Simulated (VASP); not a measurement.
Wanted: the native input for a VASP 6.6.1 run.

- Task: single point
- Functional: PBE
- Potentials or basis: VASP PAW PBE potentials, release 64 (Be, Ag)
- Cutoff: 400 eV
- k mesh: 1 × 1 × 1, shifted
- Occupations: fermi-dirac, width 0.0741 eV
- Spin: no spin polarisation
- Dipole correction: no
- Mended: yes
- Further INCAR settings: LREAL = Auto; ALGO = Normal; EDIFF = 1e-06; NBANDS = 58; ISYM = -1

The structure of Be3Ag lies in POSCAR:

```
Be3Ag
1.0
    5.9946500000      0.0085350000     -0.1640780000
    0.0085350000      5.8394660000      0.0032650000
   -0.1640780000      0.0032650000      6.0504030000
Be Ag
15 5
Direct
    0.5871473211      0.6312228246      0.8338361950
    0.6896385668      0.2988254085      0.7176483702
    0.4370844238      0.8545717098      0.5203800080
    0.4390268034      0.6967086487      0.2178990203
    0.7304222434      0.3361327606      0.0539109126
    0.1003839959      0.3514113926      0.3152660157
    1.0036300736      0.4195704100      0.6719368475
    0.3553733420      0.4999312552      0.5587508256
    0.5523268379      0.9605839246     -0.0114173591
    1.0102011943      0.1078670342      0.8955754857
    0.2208694046      0.9885496139      0.2367596333
    0.2109640760      0.1379351192      0.6110208205
    0.6903913979      0.5455772213      0.4523354445
    0.0996577362      0.7202099643      0.4409868494
    0.8611889413      0.0526590134      0.2524453706
    0.3184463009      0.3206390126      0.9134604994
    0.8234702975      0.9182035071      0.6546769571
    0.2178163392      0.7614369692      0.8240872183
    0.8753649900      0.7038257493      0.1057356255
    0.5061104495      0.1884639006      0.3371539475
```

These files were run (other wordings do the same):

INCAR

```
SYSTEM = Be3Ag
  ALGO = Normal
  EDIFF = 1E-6
  ENCUT = 400
  GGA = PE
  GGA_COMPAT = .False.
  ISIF = 2
  ISMEAR = -1
  ISYM = -1
  LASPH = .True.
  LCHARG = .False.
  LREAL = Auto
  LWAVE = .False.
  NBANDS = 58
  NELM = 120
  PREC = Accurate
  SIGMA = 0.0741
```

KPOINTS

```
explicit points
1
Reciprocal
  0.25000000   0.25000000   0.25000000 1
```

Potentials or basis: VASP PAW PBE potentials, release 64 (Be, Ag).

Run with:

```console
$ cat potpaw_PBE.64/Be/POTCAR potpaw_PBE.64/Ag/POTCAR > POTCAR
$ mpirun -np 1 vasp_std > vasp.out
```

Results of the run:

The pressure is 6.3 GPa, the largest force is 2.474 eV/Å and the band gap on the k mesh is zero (an odd number of electrons rules out a gap without spin polarisation).

Caveat: the atoms stand as in a frame of molecular dynamics.

Run time: 16 s on 1 thread of AMD EPYC 9R45 96-Core Processor (Zen 5), on a shared host, peak memory 0.2 GiB.
